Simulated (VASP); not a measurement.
Wanted: the native input for a VASP 6.6.1 run.

- Task: single point
- Functional: r2SCAN
- Potentials or basis: VASP PAW PBE potentials, release 64 (Pt)
- Cutoff: 520 eV
- k mesh: 26 × 26 × 26
- Occupations: gaussian, width 0.15 eV
- Spin: no spin polarisation
- Dipole correction: no
- Further INCAR settings: ALGO = Normal; EDIFF = 1e-06; NBANDS = 11

Crystal: Pt.

```xyz
1
Lattice="-1.5459 1.5459 1.5224 1.5459 -1.5459 1.5224 1.5459 1.5459 -1.5224" Properties=species:S:1:pos:R:3 pbc="T T T"
Pt    0.0000    0.0000    0.0000
```

This cell differs from its parent crystal: strain -0.015 along x and y, -0.030 along z.

The input as run:

POSCAR

```
Pt
1.0
   -1.5459440954      1.5459440954      1.5224017996
    1.5459440954     -1.5459440954      1.5224017996
    1.5459440954      1.5459440954     -1.5224017996
Pt
1
Direct
    0.0000000000      0.0000000000      0.0000000000
```

INCAR.step1

```
ALGO = Normal ; EDIFF = 1E-4
ENCUT = 520 ; GGA = PE
ISMEAR = 0 ; LASPH = True
LCHARG = False ; LREAL = False
LWAVE = True ; NBANDS = 11
NELM = 80 ; PREC = Accurate
SIGMA = 0.15
```

INCAR.step2

```
ALGO = Normal ; EDIFF = 1E-6
ENCUT = 520 ; ISIF = 2
ISMEAR = 0 ; ISTART = 1
LASPH = True ; LCHARG = True
LELF = True ; LMIXTAU = True
LREAL = False ; LVHAR = True
LWAVE = False ; METAGGA = R2SCAN
NBANDS = 11 ; NELM = 80
PREC = Accurate ; SIGMA = 0.15
```

KPOINTS

```
k-points
0
Gamma
  26 26 26
```

Potentials or basis: VASP PAW PBE potentials, release 64 (Pt).

Launch:

```sh
$ cat potpaw_PBE.64/Pt/POTCAR > POTCAR
$ cp INCAR.step1 INCAR
$ mpirun -np 1 vasp_std > vasp.out
$ cp INCAR.step2 INCAR
$ mpirun -np 1 vasp_std > vasp.out
```

It gave:

```json
{
 "Pressure": "19.8 GPa",
 "Band gap on the k mesh": "zero (bands 5 and 6 overlap by 2.65 eV)"
}
```

Caveat: the cell differs from its parent crystal (strain -0.015 along x and y, -0.030 along z); the cell stands under pressure; the PAW data sets were made with another functional, which shifts forces and pressure a little; spin-orbit coupling is left out, which moves the levels of the heavy elements.

It took 9 min on 1 thread of AMD EPYC 7R13 Processor (Zen 3), on a shared host, peak memory 0.28 GiB.
